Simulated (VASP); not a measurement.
Wanted: the native input for a VASP 6.6.1 run.

```yaml
Task: single point
Functional: PBEsol
Potentials_or_basis: VASP PAW PBE potentials, release 64 (Zn, S)
Cutoff: 520 eV
k_mesh: 6 × 6 × 6
Occupations: gaussian, width 0.01 eV
Spin: no spin polarisation
Hubbard_terms: Zn d U = 8.0 eV
Dipole_correction: no
Further_INCAR_settings: ALGO = Normal; EDIFF = 1e-07; NBANDS = 36
```

The structure of ZnS lies in POSCAR:

```
ZnS
1.0
    1.9030700000      1.0987400000      9.3519500000
   -1.9030700000      1.0987400000      9.3519500000
    0.0000000000     -2.1974800000      9.3519500000
Zn S
3 3
Direct
    0.9999700000      0.9999700000      0.9999700000
    0.2222700000      0.2222700000      0.2222700000
    0.4446100000      0.4446100000      0.4446100000
    0.0832700000      0.0832700000      0.0832700000
    0.5278400000      0.5278400000      0.5278400000
    0.3053600000      0.3053600000      0.3053600000
```

One way to write it, as run:

INCAR

```
PREC = Accurate
ENCUT = 520
EDIFF = 1E-7
ISMEAR = 0
SIGMA = 0.01
LREAL = False
LASPH = True
NELM = 150
ALGO = Normal
ISIF = 2
LWAVE = False
LCHARG = False
LDAU = True
LDAUTYPE = 2
LDAUL = 2 -1
LDAUU = 8 0
LDAUJ = 0 0
LDAUPRINT = 1
GGA = PS
NBANDS = 36
```

KPOINTS

```
Automatic mesh
0
Gamma
  6 6 6
```

Potentials or basis: VASP PAW PBE potentials, release 64 (Zn, S).

Launch:

```console
$ cat potpaw_PBE.64/Zn/POTCAR potpaw_PBE.64/S/POTCAR > POTCAR
$ mpirun -np 1 vasp_std > vasp.out
```

It gave:

* Pressure: -4.6 GPa
* Largest force: 0.024 eV/Å
* Band gap on the k mesh: 2.57 eV

Caveat: the cell stands under tension; the PAW data sets were made with another functional, which shifts forces and pressure a little.

Wall time 8.2 min on 1 thread of Intel(R) Xeon(R) 6975P-C (Granite Rapids), on a shared host, peak memory 0.72 GiB.
